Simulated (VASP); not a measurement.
# Al (Fm-3m) in VASP: notebook

Aim: see how the results for Al move with the level of theory and the settings. Levels: PBE, BLYP. Tasks: single point.

All numbers are computed with VASP 6.6.1; they aren't measurements. Logs are shortened: lines on timing, memory, paths and dates and some standing lists are left out, and cuts for length are marked.

### 1 The cell of the first run

Symmetry: Fm-3m, No. 225, cubic system. Conventional cell: a = 4.050 Å, b = 4.050 Å, c = 4.050 Å, α = 90.00°, β = 90.00°, γ = 90.00°. Al (site symmetry m-3m) has 12 Al at 2.86 Å within 3.8 Å.

### 2 Single point, PBE

INCAR

```
PREC = Accurate
ENCUT = 520
EDIFF = 1E-7
ISMEAR = 0
SIGMA = 0.028000000000000004
LREAL = F
LASPH = T
NELM = 100
ALGO = Normal
ISIF = 2
LWAVE = F
LCHARG = T
GGA = PE
LELF = T
LVHAR = T
NBANDS = 8
```

KPOINTS

```
regular mesh
0
Gamma
  11 11 11
```

POSCAR

```
Al
1.0
    0.0000000000      2.0248050000      2.0248050000
    2.0248050000      0.0000000000      2.0248050000
    2.0248050000      2.0248050000      0.0000000000
Al
1
Direct
    0.0000000000      0.0000000000      0.0000000000
```

Potentials or basis: VASP PAW PBE potentials, release 64 (Al).

The run is started by

```bash
cat potpaw_PBE.64/Al/POTCAR > POTCAR
mpirun -np 1 vasp_std > vasp.out
```

OUTCAR:

```text
PREC = Accurate
   ENCUT = 520
   EDIFF = 1E-7
   ISMEAR = 0
   LREAL = F
   LASPH = T
   NELM = 100
   ISIF = 2
   GGA = PE

 ion  position               nearest neighbor table
   1  0.000  0.000  0.000-

  LATTYP: Found a face centered cubic cell.
 ALAT       =     4.0496100000

  Lattice vectors:

 A1 = (   0.0000000000,   2.0248050000,   2.0248050000)
 A2 = (   2.0248050000,   0.0000000000,   2.0248050000)
 A3 = (   2.0248050000,   2.0248050000,   0.0000000000)

Analysis of symmetry for initial positions (statically):
=====================================================================
 Subroutine PRICEL returns:
 Original cell was already a primitive cell.

 Routine SETGRP: Setting up the symmetry group for a
 face centered cubic supercell.

 Subroutine GETGRP returns: Found 48 space group operations
[... 9 lines left out ...]

 Routine SETGRP: Setting up the symmetry group for a
 face centered cubic supercell.

 Subroutine GETGRP returns: Found 48 space group operations
 (whereof 48 operations were pure point group operations)
 out of a pool of 48 trial point group operations.

The dynamic configuration has the point symmetry O_h .

 Subroutine INISYM returns: Found 48 space group operations
 (whereof 48 operations are pure point group operations),
 and found     1 'primitive' translations

----------------------------------------------------------------------------------------

                                     Primitive cell

  volume of cell :      16.6027

  direct lattice vectors                    reciprocal lattice vectors
     0.000000000  2.024805000  2.024805000    -0.246937359  0.246937359  0.246937359
     2.024805000  0.000000000  2.024805000     0.246937359 -0.246937359  0.246937359
     2.024805000  2.024805000  0.000000000     0.246937359  0.246937359 -0.246937359

  length of vectors
     2.863506692  2.863506692  2.863506692     0.427708053  0.427708053  0.427708053

  position of ions in fractional coordinates (direct lattice)
     0.000000000  0.000000000  0.000000000

  ion indices of the primitive-cell ions
   primitive index   ion index
                 1           1

----------------------------------------------------------------------------------------

 KPOINTS: regular mesh

Automatic generation of k-mesh.
 Grid dimensions read from file:
 generate k-points for:   11   11   11

 Generating k-lattice:

  Cartesian coordinates                     Fractional coordinates (reciprocal lattice)
    -0.022448851  0.022448851  0.022448851     0.090909091  0.000000000  0.000000000
     0.022448851 -0.022448851  0.022448851     0.000000000  0.090909091  0.000000000
     0.022448851  0.022448851 -0.022448851     0.000000000  0.000000000  0.090909091

  Length of vectors
     0.038882550  0.038882550  0.038882550

  Shift w.r.t. Gamma in fractional coordinates (k-lattice)
     0.000000000  0.000000000  0.000000000

 Subroutine IBZKPT returns following result:
 ===========================================

 Found     56 irreducible k-points:

 Following reciprocal coordinates:
            Coordinates               Weight
  0.000000  0.000000  0.000000      1.000000
  0.090909  0.000000  0.000000      8.000000
  0.181818  0.000000  0.000000      8.000000
  0.272727  0.000000  0.000000      8.000000
  0.363636  0.000000  0.000000      8.000000
  0.454545  0.000000  0.000000      8.000000
[... 16 lines left out ...]
 -0.272727  0.181818  0.000000     24.000000
 -0.181818  0.181818  0.000000     12.000000
 [... further k-points ...]
   k-points           NKPTS =     56   k-points in BZ     NKDIM =     56   number of bands    NBANDS=      8
   number of dos      NEDOS =    301   number of ions     NIONS =      1
   total plane-waves  NPLWV =  13824
   dimension x,y,z NGX =    24 NGY =   24 NGZ =   24
   dimension x,y,z NGXF=    48 NGYF=   48 NGZF=   48
   ions per type =               1
   NGX,Y,Z   is equivalent  to a cutoff of  13.93, 13.93, 13.93 a.u.
   NGXF,Y,Z  is equivalent  to a cutoff of  27.87, 27.87, 27.87 a.u.
 SYSTEM =  unknown system
   PREC   = accura    normal or accurate (medium, high low for compatibility)
   ISTART =      0    job   : 0-new  1-cont  2-samecut
   ICHARG =      2    charge: 1-file 2-atom 10-const
   ISPIN  =      1    spin polarized calculation?
   LNONCOLLINEAR =      F non collinear calculations
   LSORBIT =      F    spin-orbit coupling
   LASPH  =      T    aspherical Exc in radial PAW
   ENCUT  =  520.0 eV  38.22 Ry    6.18 a.u.   5.32  5.32  5.32*2*pi/ulx,y,z
   NELM   =    100;   NELMIN=  2; NELMDL= -5     # of ELM steps
   EDIFF  = 0.1E-06   stopping-criterion for ELM
   LREAL  =      F    real-space projection
   EDIFFG = 0.1E-05   stopping-criterion for IOM
   NSW    =      0    number of steps for IOM
   IBRION =     -1    ionic relax: 0-MD 1-quasi-New 2-CG
   NFREE  =      0    steps in history (QN), initial steepest desc. (CG)
   ISIF   =      2    stress and relaxation
   ISYM   =      2    0-nonsym 1-usesym 2-fastsym
   POTIM  = 0.5000    time-step for ionic-motion
   TEBEG  =    0.0;   TEEND  =   0.0 temperature during run
   PSTRESS=    0.0 pullay stress
   NELECT =       3.0000    total number of electrons
   NUPDOWN=      -1.0000    fix difference up-down
   EMIN   =  10.00;   EMAX   =-10.00  energy-range for DOS
   EFERMI =   0.00;   METHOD = LEGACY
   ISMEAR =     0;   SIGMA  =   0.03  broadening in eV -4-tet -1-fermi 0-gaus
   EFERMI_NEDOS =   21; number of points for ismear=-14 and -15
   IALGO  =     38    algorithm
   IMIX   =      4    mixing-type and parameters
     AMIX     =   0.40;   BMIX     =  1.00
     AMIX_MAG =   1.60;   BMIX_MAG =  1.00
  volume/ion in A,a.u.               =      16.60       112.04
  Fermi-wavevector in a.u.,A,eV,Ry     =   0.925526  1.748991 11.654733  0.856599
  Thomas-Fermi vector in A             =   2.051390
   LORBIT       =      0    0 simple, 1 ext, 2 COOP (PROOUT), +10 PAW based schemes
   GGA     = PE    functional components
   LHFCALC =     F    Hartree Fock is set to
   AEXX    =    0.0000 exact exchange contribution
   IVDW    =     0    specifies the selected vdW correction
   LEPSILON=     F    determine dielectric tensor
   LRPA    =     F    only Hartree local field effects (RPA)
 non-spin polarized calculation
 Gauss-broadening in eV      SIGMA  =   0.03
  energy-cutoff  :      520.00
  volume of cell :       16.60
 maximum number of plane-waves:       459
 NGX is ok and might be reduce to    24
   NGX = 11   NGY = 11   NGZ = 11

 number of electron       3.0000000 magnetization

 Free energy of the ion-electron system (eV)
  ---------------------------------------------------
  ext. energy  EPLUGINS =         0.00000000
  ---------------------------------------------------
  free energy    TOTEN  =        -3.75288005 eV

  energy without entropy =       -3.75219279  energy(sigma->0) =       -3.75253642

 E-fermi :   7.9561     XC(G=0): -10.1744

 val. band max:        7.9412851349   @ k =  -0.4545   0.3636   0.0000
 cond. band min:       7.9682488592   @ k =   0.4545   0.1818   0.0909
 fundamental gap:      0.0269637243
 Fermi energy:         7.9561036516

 k-point     1 :       0.0000    0.0000    0.0000
  band No.  band energies     occupation
      1      -3.1564      2.00000
      2      20.5200      0.00000
      3      20.5200      0.00000
      4      20.5200      0.00000
      5      21.9650      0.00000
      6      21.9650      0.00000
      7      21.9650      0.00000
      8      24.3555      0.00000

 k-point     2 :       0.0909    0.0000    0.0000
  band No.  band energies     occupation
      1      -2.9327      2.00000
      2      17.5989      0.00000
      3      19.8716      0.00000
      4      19.8716      0.00000
      5      22.6427      0.00000
      6      22.9514      0.00000
      7      22.9514      0.00000
      8      26.1758      0.00000

 k-point     3 :       0.1818    0.0000    0.0000
  band No.  band energies     occupation
      1      -2.2639      2.00000
      2      13.9565      0.00000
      3      19.1382      0.00000
      4      19.1382      0.00000
      5      22.4112      0.00000
      6      23.7742      0.00000
      7      23.7742      0.00000
      8      25.2903      0.00000

 k-point     4 :       0.2727    0.0000    0.0000
  band No.  band energies     occupation
      1      -1.1560      2.00000
      2      10.5342      0.00000
      3      18.7294      0.00000
      4      18.7294      0.00000
      5      22.2000      0.00000
      6      22.2325      0.00000
      7      22.2325      0.00000
      8      26.2197      0.00000

 k-point     5 :       0.3636    0.0000    0.0000
  band No.  band energies     occupation
      1       0.3810      2.00000
      2       7.4340      2.00000
      3      18.6853      0.00000
      4      18.6853      0.00000
      5      20.8047      0.00000
      6      20.8047      0.00000
      7      22.2713      0.00000
      8      24.7327      0.00000
[... 177 lines left out ...]
 k-point    22 :      -0.3636    0.1818    0.0000
  band No.  band energies     occupation
      1       2.4037      2.00000
      2       6.2944      2.00000
      3      12.5986      0.00000
      4      16.9586      0.00000
      5      18.8524      0.00000
      6      23.3355      0.00000
      7      25.9465      0.00000
      8      28.8952      0.00000

 k-point    23 :      -0.2727    0.1818    0.0000
  band No.  band energies     occupation
      1       0.5989      2.00000
      2       9.0786      0.00000
      3      12.4610      0.00000
      4      18.1724      0.00000
      5      20.1508      0.00000
      6      23.1107      0.00000
      7      25.5021      0.00000
      8      26.0372      0.00000

 k-point    24 :      -0.1818    0.1818    0.0000
  band No.  band energies     occupation
      1      -0.7886      2.00000
      2      11.7511      0.00000
      3      13.1866      0.00000
      4      19.7506      0.00000
      5      21.7728      0.00000
      6      22.8295      0.00000
      7      23.9313      0.00000
      8      24.8734      0.00000

 [... further k-points ...]
[... 5 lines left out ...]
  --------------------------------------------------------------------------------------
  -------------------------------------------------------------------------------------
  Total       -0.0530146     -0.0530146     -0.0530146      0.0000000      0.0000000      0.0000000
  in kB       -5.1159562     -5.1159562     -5.1159562      0.0000000      0.0000000      0.0000000
  external PRESSURE =      -5.1159562 kB  Pullay stress =       0.0000000 kB

 VOLUME and BASIS-vectors are now :
 -----------------------------------------------------------------------------
  energy-cutoff  :      520.00
  volume of cell :       16.60
      direct lattice vectors                 reciprocal lattice vectors
     0.000000000  2.024805000  2.024805000    -0.246937359  0.246937359  0.246937359
     2.024805000  0.000000000  2.024805000     0.246937359 -0.246937359  0.246937359
     2.024805000  2.024805000  0.000000000     0.246937359  0.246937359 -0.246937359

 POSITION                                       TOTAL-FORCE (eV/Angst)
 -----------------------------------------------------------------------------------
      0.00000      0.00000      0.00000         0.000000     -0.000000      0.000000
 -----------------------------------------------------------------------------------
    total drift:                                0.000000      0.000000      0.000000

  FREE ENERGIE OF THE ION-ELECTRON SYSTEM (eV)
  ---------------------------------------------------
  free  energy   TOTEN  =        -3.7528800517 eV

  energy  without entropy=       -3.7521927923  energy(sigma->0) =       -3.75253642
```

Run time: 8 s. Hardware: 1 thread of Intel Xeon 8259CL, shared host; peak memory 0.13 GiB.

Results:

```yaml
Free_energy: -3.7529 eV
Pressure: -0.5 GPa
```

### 3 Single point, PBE

INCAR

```
PREC = Accurate
ENCUT = 520
EDIFF = 1E-6
ISMEAR = 0
SIGMA = 0.025
LREAL = False
LASPH = True
NELM = 60
ALGO = Fast
ISIF = 2
LWAVE = False
LCHARG = True
GGA = PE
LELF = True
LVHAR = True
NBANDS = 8
```

KPOINTS is that of step 2.

POSCAR is that of step 2.

Potentials or basis: VASP PAW PBE potentials, release 64 (Al).

The run is started by

```bash
cat potpaw_PBE.64/Al/POTCAR > POTCAR
mpirun -np 1 vasp_std > vasp.out
```

OUTCAR:

```text
PREC = Accurate
   ENCUT = 520
   EDIFF = 1E-6
   ISMEAR = 0
   LREAL = False
   LASPH = True
   NELM = 60
   ISIF = 2
   GGA = PE

 ion  position               nearest neighbor table
   1  0.000  0.000  0.000-

  LATTYP: Found a face centered cubic cell.
 ALAT       =     4.0496100000

  Lattice vectors:

 A1 = (   0.0000000000,   2.0248050000,   2.0248050000)
 A2 = (   2.0248050000,   0.0000000000,   2.0248050000)
 A3 = (   2.0248050000,   2.0248050000,   0.0000000000)

Analysis of symmetry for initial positions (statically):
=====================================================================
 Subroutine PRICEL returns:
 Original cell was already a primitive cell.

 Routine SETGRP: Setting up the symmetry group for a
 face centered cubic supercell.

 Subroutine GETGRP returns: Found 48 space group operations
[... 9 lines left out ...]

 Routine SETGRP: Setting up the symmetry group for a
 face centered cubic supercell.

 Subroutine GETGRP returns: Found 48 space group operations
 (whereof 48 operations were pure point group operations)
 out of a pool of 48 trial point group operations.
[... 144 lines left out ...]
  ---------------------------------------------------
  free energy    TOTEN  =        -3.75280848 eV

  energy without entropy =       -3.75222512  energy(sigma->0) =       -3.75251680

 E-fermi :   7.9566     XC(G=0): -10.1744

 val. band max:        7.9413229146   @ k =  -0.4545   0.3636   0.0000
 cond. band min:       7.9683081293   @ k =   0.4545   0.1818   0.0909
 fundamental gap:      0.0269852146
 Fermi energy:         7.9565703881

 k-point     1 :       0.0000    0.0000    0.0000
  band No.  band energies     occupation
      1      -3.1563      2.00000
      2      20.5200      0.00000
      3      20.5200      0.00000
      4      20.5200      0.00000
      5      21.9651      0.00000
      6      21.9651      0.00000
      7      21.9651      0.00000
      8      24.3556      0.00000
[... 243 lines left out ...]
 k-point    24 :      -0.1818    0.1818    0.0000
  band No.  band energies     occupation
      1      -0.7885      2.00000
      2      11.7512      0.00000
      3      13.1867      0.00000
      4      19.7507      0.00000
      5      21.7728      0.00000
      6      22.8295      0.00000
      7      23.9314      0.00000
      8      24.8735      0.00000

 [... further k-points ...]
[... 5 lines left out ...]
  --------------------------------------------------------------------------------------
  -------------------------------------------------------------------------------------
  Total       -0.0539543     -0.0539543     -0.0539543      0.0000000     -0.0000000     -0.0000000
  in kB       -5.2066373     -5.2066373     -5.2066373      0.0000000     -0.0000000     -0.0000000
  external PRESSURE =      -5.2066373 kB  Pullay stress =       0.0000000 kB

 VOLUME and BASIS-vectors are now :
 -----------------------------------------------------------------------------
  energy-cutoff  :      520.00
  volume of cell :       16.60
      direct lattice vectors                 reciprocal lattice vectors
     0.000000000  2.024805000  2.024805000    -0.246937359  0.246937359  0.246937359
     2.024805000  0.000000000  2.024805000     0.246937359 -0.246937359  0.246937359
     2.024805000  2.024805000  0.000000000     0.246937359  0.246937359 -0.246937359

 POSITION                                       TOTAL-FORCE (eV/Angst)
 -----------------------------------------------------------------------------------
      0.00000      0.00000      0.00000         0.000000      0.000000      0.000000
 -----------------------------------------------------------------------------------
    total drift:                                0.000000     -0.000000     -0.000000

  FREE ENERGIE OF THE ION-ELECTRON SYSTEM (eV)
  ---------------------------------------------------
  free  energy   TOTEN  =        -3.7528084833 eV

  energy  without entropy=       -3.7522251249  energy(sigma->0) =       -3.75251680
```

OSZICAR:

```text
N       E                     dE             d eps       ncg     rms          rms(c)
DAV:   1    -0.226528044608E+01   -0.22653E+01   -0.82053E+02   896   0.201E+02
DAV:   2    -0.376689559242E+01   -0.15016E+01   -0.14550E+01  1240   0.191E+01
DAV:   3    -0.377531778884E+01   -0.84222E-02   -0.84101E-02  1216   0.160E+00
DAV:   4    -0.377533582147E+01   -0.18033E-04   -0.18033E-04  1344   0.677E-02
DAV:   5    -0.377533587231E+01   -0.50838E-07   -0.51483E-07  1208   0.207E-03    0.129E+00
RMM:   6    -0.376227950467E+01    0.13056E-01   -0.10911E-03   896   0.189E-01    0.756E-01
RMM:   7    -0.375279294876E+01    0.94866E-02   -0.35303E-03  1009   0.323E-01    0.122E-01
RMM:   8    -0.375280714903E+01   -0.14200E-04   -0.15744E-04   998   0.790E-02    0.214E-02
RMM:   9    -0.375280910961E+01   -0.19606E-05   -0.22985E-05  1031   0.292E-02    0.131E-02
RMM:  10    -0.375280848328E+01    0.62632E-06   -0.51510E-06  1040   0.140E-02
   1 F= -.37528085E+01 E0= -.37525168E+01  d E =-.583358E-03
```

stdout:

```text
POSCAR found type information on POSCAR Al
 POSCAR found :  1 types and       1 ions
 scaLAPACK will be used
 LDA part: xc-table for (Slater+PW92), standard interpolation
 POSCAR, INCAR and KPOINTS ok, starting setup
 FFT: planning ... GRIDC
 FFT: planning ... GRID_SOFT
 FFT: planning ... GRID
 WAVECAR not read
 entering main loop
```

Wall time 7.7 s (1 thread of Intel Xeon 8259CL, shared host); peak memory 0.13 GiB.

What came out:

| Item | Value |
| --- | --- |
| Free energy | -3.7528 eV |
| Pressure | -0.5 GPa |

(Part 1 of 2 ends here.)
